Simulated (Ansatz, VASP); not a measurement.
Two plane-wave programs on PbS

File INCAR:

```
SYSTEM = PbS
ALGO = Normal
EDIFF = 1E-6
ENCUT = 520
GGA = CA
ISIF = 2
ISMEAR = 0
LASPH = .True.
LCHARG = .True.
LELF = .True.
LREAL = .False.
LVHAR = .True.
LWAVE = .False.
NBANDS = 28
NELM = 60
PREC = Accurate
SIGMA = 0.01
```

The input KPOINTS:

```
k-points
0
Gamma
  6 6 6
  0 0 0
```

The input POSCAR:

```
PbS
1.0
    2.0229361291     -5.8270714345      0.0000000000
    2.0229361291      5.8270714345      0.0000000000
    0.0000000000      0.0000000000      4.1620188158
Pb S
2 2
Direct
    0.8694400000      0.1305600000      0.7500000000
    0.1305600000      0.8694400000      0.2500000000
    0.6452000000      0.3548000000      0.7500000000
    0.3548000000      0.6452000000      0.2500000000
```

Input for Ansatz:

```yaml
crystal:
  lattice:
    - [2.02293612909391, -5.827071434525032, 0.0]
    - [2.02293612909391, 5.827071434525032, 0.0]
    - [0.0, 0.0, 4.162018815814875]
  atoms:
    - { symbol: Pb, position: [0.86944, 0.13056, 0.75] }
    - { symbol: Pb, position: [0.13056, 0.86944, 0.25] }
    - { symbol: S, position: [0.6452, 0.3548, 0.75] }
    - { symbol: S, position: [0.3548, 0.6452, 0.25] }
basis:
  ecutwfc: 510.0
kpoints:
  mp_grid:
    grid: [6, 6, 6]
hamiltonian:
  xc: lda
  pseudopotentials:
    kind: paw
scf:
  occupations:
    method: fixed
output:
  stress: true
```

Alike in both runs: task single point; functional LDA; k mesh 6 × 6 × 6; no spin polarisation.

|  | VASP | Ansatz |
| --- | --- | --- |
| version | VASP 6.6.1 | Ansatz 0.2.0 |
| potentials or method | VASP PAW LDA potentials, release 64 (Pb_d, S), cutoff 520 eV | plane waves, PAW |
| occupations | gaussian, width 0.01 eV | fixed |
| valence electrons in the cell | 40 | 40 |

```csv
,VASP,Ansatz,Ansatz less VASP
pressure (GPa),1.3,1.3,-0.06
"traceless stress, the component that is largest in VASP (GPa)",0.35,0.39,+0.037
```

LDA's correlation is that of Perdew and Zunger in VASP and of Perdew and Wang (1992) in Ansatz.

Spin-orbit coupling is off throughout.
